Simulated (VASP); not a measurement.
# CuO (P1) in VASP: vibrations by perturbation theory with LDA

Aim: the vibrations by perturbation theory of CuO with LDA.

Program: VASP 6.6.1. These are calculated values, not measurements. Logs are shortened: lines on timing, memory, paths and dates and some standing lists are left out, and cuts for length are marked.

## Step 1: The cell of the first run

The typed cell holds 2 atoms: a = 2.993 Å, b = 2.993 Å, c = 2.993 Å, α = 60.00°, β = 60.00°, γ = 60.00°.

## Step 2: Vibrations by perturbation theory, LDA

File INCAR:

```
PREC = Accurate ; ENCUT = 520
EDIFF = 1E-8 ; ISMEAR = -1
SIGMA = 0.05 ; LREAL = F
LASPH = T ; NELM = 100
ALGO = Normal ; ISIF = 2
LWAVE = F ; LCHARG = F
NBANDS = 16 ; IBRION = 8
NSW = 1
```

File KPOINTS:

```
Automatic mesh
0
Gamma
  9 9 9
```

File POSCAR:

```
CuO
1.0
    0.0000000000      2.1165600000      2.1165600000
    2.1165600000      0.0000000000      2.1165600000
    2.1165600000      2.1165600000      0.0000000000
Cu O
1 1
Direct
    0.0294977200      0.0281008700      0.9080259900
    0.4705022800      0.4718991300      0.5919740100
```

Potentials or basis: VASP PAW LDA potentials, release 64 (Cu, O).

Started as:

```console
> cat potpaw_LDA.64/Cu/POTCAR potpaw_LDA.64/O/POTCAR > POTCAR
> mpirun -np 1 vasp_std > vasp.out
```

OUTCAR:

```text
PREC = Accurate
   ENCUT = 520
   EDIFF = 1E-8
   ISMEAR = -1
   LREAL = F
   LASPH = T
   NELM = 100
   ISIF = 2
   IBRION = 8
   NSW = 1

 ion  position               nearest neighbor table
   1  0.029  0.028  0.908-   2 1.88   2 1.89   2 1.91
   2  0.471  0.472  0.592-   1 1.88   1 1.89   1 1.91

  LATTYP: Found a face centered cubic cell.
 ALAT       =     4.2331200000

  Lattice vectors:

 A1 = (   0.0000000000,   2.1165600000,   2.1165600000)
 A2 = (   2.1165600000,   0.0000000000,   2.1165600000)
 A3 = (   2.1165600000,   2.1165600000,   0.0000000000)

Analysis of symmetry for initial positions (statically):
=====================================================================
 Subroutine PRICEL returns:
 Original cell was already a primitive cell.

 Routine SETGRP: Setting up the symmetry group for a
 face centered cubic supercell.

 Subroutine GETGRP returns: Found  1 space group operations
 (whereof  1 operations were pure point group operations)
 out of a pool of 48 trial point group operations.

The static configuration has the point symmetry C_1 .

Analysis of symmetry for dynamics (positions and initial velocities):
=====================================================================
 Subroutine PRICEL returns:
 Original cell was already a primitive cell.

 Routine SETGRP: Setting up the symmetry group for a
 face centered cubic supercell.

 Subroutine GETGRP returns: Found  1 space group operations
 (whereof  1 operations were pure point group operations)
 out of a pool of 48 trial point group operations.

The dynamic configuration has the point symmetry C_1 .

 Subroutine INISYM returns: Found  1 space group operations
 (whereof  1 operations are pure point group operations),
 and found     1 'primitive' translations

----------------------------------------------------------------------------------------

                                     Primitive cell

  volume of cell :      18.9636

  direct lattice vectors                    reciprocal lattice vectors
     0.000000000  2.116560000  2.116560000    -0.236232377  0.236232377  0.236232377
     2.116560000  0.000000000  2.116560000     0.236232377 -0.236232377  0.236232377
     2.116560000  2.116560000  0.000000000     0.236232377  0.236232377 -0.236232377

  length of vectors
     2.993267858  2.993267858  2.993267858     0.409166479  0.409166479  0.409166479

  position of ions in fractional coordinates (direct lattice)
     0.029497720  0.028100870  0.908025990
     0.470502280  0.471899130  0.591974010

  ion indices of the primitive-cell ions
   primitive index   ion index
                 1           1
                 2           2

----------------------------------------------------------------------------------------

 KPOINTS: Automatic mesh

Automatic generation of k-mesh.
 Grid dimensions read from file:
 generate k-points for:    9    9    9

 Generating k-lattice:

  Cartesian coordinates                     Fractional coordinates (reciprocal lattice)
    -0.026248042  0.026248042  0.026248042     0.111111111  0.000000000  0.000000000
     0.026248042 -0.026248042  0.026248042     0.000000000  0.111111111  0.000000000
     0.026248042  0.026248042 -0.026248042     0.000000000  0.000000000  0.111111111

  Length of vectors
     0.045462942  0.045462942  0.045462942
[... 79 lines left out ...]
   GGA     = CA    functional components
   LHFCALC =     F    Hartree Fock is set to
   AEXX    =    0.0000 exact exchange contribution
   IVDW    =     0    specifies the selected vdW correction
   LEPSILON=     F    determine dielectric tensor
   LRPA    =     F    only Hartree local field effects (RPA)
 non-spin polarized calculation
  energy-cutoff  :      520.00
  volume of cell :       18.96
 maximum number of plane-waves:       531
   NGX = 11   NGY = 11   NGZ = 11

--------------------------------------- Ionic step        1  -------------------------------------------

 number of electron      17.0000002 magnetization

 Free energy of the ion-electron system (eV)
  ---------------------------------------------------
  ext. energy  EPLUGINS =         0.00000000
  ---------------------------------------------------
  free energy    TOTEN  =       -11.00594917 eV

  energy without entropy =      -10.98163580  energy(sigma->0) =      -10.99379249

 E-fermi :   5.8526     XC(G=0): -12.8701

 val. band max:        5.8521642303   @ k =   0.1111   0.2222   0.2222
 cond. band min:       5.8560342733   @ k =   0.2222   0.0000   0.1111
 fundamental gap:      0.0038700431
 Fermi energy:         5.8526438961

 k-point     1 :       0.0000    0.0000    0.0000
  band No.  band energies     occupation
      1     -13.5437      2.00000
      2       1.2816      2.00000
      3       1.3393      2.00000
      4       1.9997      2.00000
      5       3.3445      2.00000
      6       3.3770      2.00000
[... 433 lines left out ...]
      3       0.9994      2.00000
      4       1.3184      2.00000
      5       3.4318      2.00000
      6       3.5956      2.00000
[... 8 lines left out ...]
     15      28.5647      0.00000
     16      29.4697      0.00000

 [... further k-points ...]

------------------------ aborting loop because EDIFF is reached ----------------------------------------

  FORCE on cell =-STRESS in cart. coord.  units (eV):
  Direction    XX          YY          ZZ          XY          YZ          ZX
  --------------------------------------------------------------------------------------
  -------------------------------------------------------------------------------------
  Total        0.4764813      0.3785240      0.0721413     -0.3665792      0.2705104      0.2914611
  in kB       40.2563794     31.9802826      6.0949884    -30.9711054     22.8545592     24.6246180
  external PRESSURE =      26.1105501 kB  Pullay stress =       0.0000000 kB

 VOLUME and BASIS-vectors are now :
 -----------------------------------------------------------------------------
  energy-cutoff  :      520.00
  volume of cell :       18.96
      direct lattice vectors                 reciprocal lattice vectors
     0.000000000  2.116560000  2.116560000    -0.236232377  0.236232377  0.236232377
     2.116560000  0.000000000  2.116560000     0.236232377 -0.236232377  0.236232377
     2.116560000  2.116560000  0.000000000     0.236232377  0.236232377 -0.236232377

 POSITION                                       TOTAL-FORCE (eV/Angst)
 -----------------------------------------------------------------------------------
      1.98137      1.98433      0.12191         0.494657      0.448479     -0.313445
      2.25175      2.24879      1.99465        -0.494657     -0.448479      0.313445
 -----------------------------------------------------------------------------------
    total drift:                                0.000105      0.000045      0.000273

  FREE ENERGIE OF THE ION-ELECTRON SYSTEM (eV)
  ---------------------------------------------------
  free  energy   TOTEN  =       -11.0059491741 eV

  energy  without entropy=      -10.9816357983  energy(sigma->0) =      -10.99379249

[... ionic steps 2 to 3 ...]

--------------------------------------- Ionic step        4  -------------------------------------------

------------------------ aborting loop because EDIFF is reached ----------------------------------------

--------------------------------------- Ionic step        5  -------------------------------------------
[... 13 lines left out ...]
------------------------ aborting loop because EDIFF is reached ----------------------------------------

--------------------------------------- Ionic step        9  -------------------------------------------

 Free energy of the ion-electron system (eV)
  ---------------------------------------------------
  ---------------------------------------------------
  free energy    TOTEN  =        -0.34814242 eV

  energy without entropy =       -0.34815206

------------------------ aborting loop because EDIFF is reached ----------------------------------------

 INTERNAL STRAIN TENSOR  FOR ION    2  DIRECTION 3   (eV/Angst):
 -----------------------------------------------------------------------------
     1.31941 -2.25750 -1.37385
    -2.26529  1.14533 -1.32450
    -1.17124 -1.11861-13.05902

 INTERNAL STRAIN TENSOR FOR ION    2 for displacements in x,y,z  (eV/Angst):
          X           Y           Z          XY          YZ          ZX
  --------------------------------------------------------------------------------
  x    15.33416    -1.34649    -0.68403    -1.44846    -2.26537     1.22921
  y    -1.46949    14.77529    -0.65332    -1.43432     1.34545    -2.13475
  z     1.31941     1.14533   -13.05902    -2.26529    -1.11861    -1.37385

 SECOND DERIVATIVES (NOT SYMMETRIZED)
 ------------------------------------
               1X          1Y          1Z          2X          2Y          2Z
  1X    -3.560845    4.436776   -3.914173    3.560845   -4.436776    3.914173
  1Y     4.437865   -3.326525   -3.737733   -4.437865    3.326525    3.737733
  1Z    -3.923963   -3.750493   -2.431346    3.923963    3.750493    2.431346
  2X     3.552938   -4.436601    3.912576   -3.552938    4.436601   -3.912576
  2Y    -4.437436    3.311976    3.737247    4.437436   -3.311976   -3.737247
  2Z     3.923271    3.750668    2.426776   -3.923271   -3.750668   -2.426776

 Eigenvectors and eigenvalues of the dynamical matrix
 ----------------------------------------------------

   1 f  =   12.283644 THz    77.180414 2PiTHz  409.738275 cm-1    50.801049 meV
             X         Y         Z           dx          dy          dz
      1.981369  1.984325  0.121911    -0.336889    0.293666   -0.040435
      2.251751  2.248795  1.994649     0.671033   -0.584689    0.080523
[... 21 lines left out ...]
   6 f/i=    9.748705 THz    61.252919 2PiTHz  325.181790 cm-1    40.317385 meV
             X         Y         Z           dx          dy          dz
      1.981369  1.984325  0.121911     0.255143    0.256167   -0.264893
      2.251751  2.248795  1.994649    -0.508784   -0.511215    0.528120

--------------------------------------------------------------------------------------------------------

 ELASTIC MODULI CONTR FROM IONIC RELAXATION (kBar)
 Direction    XX          YY          ZZ          XY          YZ          ZX
 --------------------------------------------------------------------------------
 XX       -2043.0152    835.9918    941.3545    273.1069    434.7842   -130.6508
 YY         835.9918  -1946.1203    964.7030    251.9426   -235.6917    409.7142
 ZZ         941.3545    964.7030  -1569.7740   -431.9129   -151.7086   -239.6100
 XY         273.1069    251.9426   -431.9129   -118.9724    -45.0203    -63.3109
 YZ         434.7842   -235.6917   -151.7086    -45.0203    -94.6099     40.6373
 ZX        -130.6508    409.7142   -239.6100    -63.3109     40.6373    -87.4779
 --------------------------------------------------------------------------------
```

Wall time 10 min (1 thread of Intel Xeon Platinum 8124M at 3.00GHz (Skylake/Cascade Lake), shared host); peak memory 0.35 GiB.

What came out:

* Highest phonon frequency at Γ, LO-TO splitting left out: 410 cm⁻¹
* Most unstable mode: 325i cm⁻¹

Phonon frequencies in cm⁻¹ (negative: imaginary):
```csv
q point,frequencies
"(0.000, 0.000, 0.000)",-325 0 0 0 368 410
```

Caveat: the cell stands under pressure or tension, which shifts response properties; some modes are imaginary.
